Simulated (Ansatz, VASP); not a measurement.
# Two plane-wave programs on Fe

Contents of INCAR:

```
PREC     = Accurate       # precision mode
ENCUT    = 520            # plane-wave cutoff, eV
EDIFF    = 1E-7           # SCF threshold, eV
ISMEAR   = 0              # smearing method
SIGMA    = 0.05           # smearing width, eV
LREAL    = F              # projectors in reciprocal space
LASPH    = T              # aspherical terms in the spheres
NELM     = 80             # most SCF steps
ALGO     = Normal         # electronic algorithm
ISIF     = 2              # what is computed and relaxed
LWAVE    = F              # write WAVECAR
LCHARG   = F              # write CHGCAR
GGA      = PE             # functional
NBANDS   = 10             # bands
```

KPOINTS

```
regular mesh
0
Gamma
  22 22 22
```

POSCAR

```
Fe
1.0
   -1.3785283526      1.3785283526      1.3785283526
    1.3785283526     -1.3785283526      1.3785283526
    1.3785283526      1.3785283526     -1.3785283526
Fe
1
Direct
    0.0000000000      0.0000000000      0.0000000000
```

Input for Ansatz:

```yaml
crystal:
  lattice:
    - [-1.3785283526, 1.3785283526, 1.3785283526]
    - [1.3785283526, -1.3785283526, 1.3785283526]
    - [1.3785283526, 1.3785283526, -1.3785283526]
  atoms:
    - { symbol: Fe, position: [0.0, 0.0, 0.0] }
basis:
  ecutwfc: 420
  ecutrho_ratio: 4
kpoints:
  mp_grid: { grid: [22, 22, 22] }
hamiltonian:
  xc: pbe
scf:
  occupations: { method: gaussian, width: 0.05 }
output:
  forces: true
  stress: true
  eigenvalues: true
```

Alike in both runs: task single point; functional PBE; k mesh 22 × 22 × 22; occupations gaussian, width 0.05 eV; no spin polarisation.

|  | VASP | Ansatz |
| --- | --- | --- |
| version | VASP 6.6.1 | Ansatz 0.2.0 |
| potentials or method | VASP PAW PBE potentials, release 64 (Fe), cutoff 520 eV | scalar-relativistic, plane waves, PAW |
| valence electrons in the cell | 8 | 16 |

Ansatz gave:

- gap on the k mesh at the Fermi level (eV): none
- pressure (GPa): 0.3

Task: Which values does VASP return?

Result: gap on the k mesh at the Fermi level (eV): none; pressure (GPa): -0.3.

A gap of «none» marks a metal or a gap that the smearing closes. VASP's potentials hold 8 valence electrons a cell and Ansatz's 16, so a difference there can come from the potentials and not from the codes.
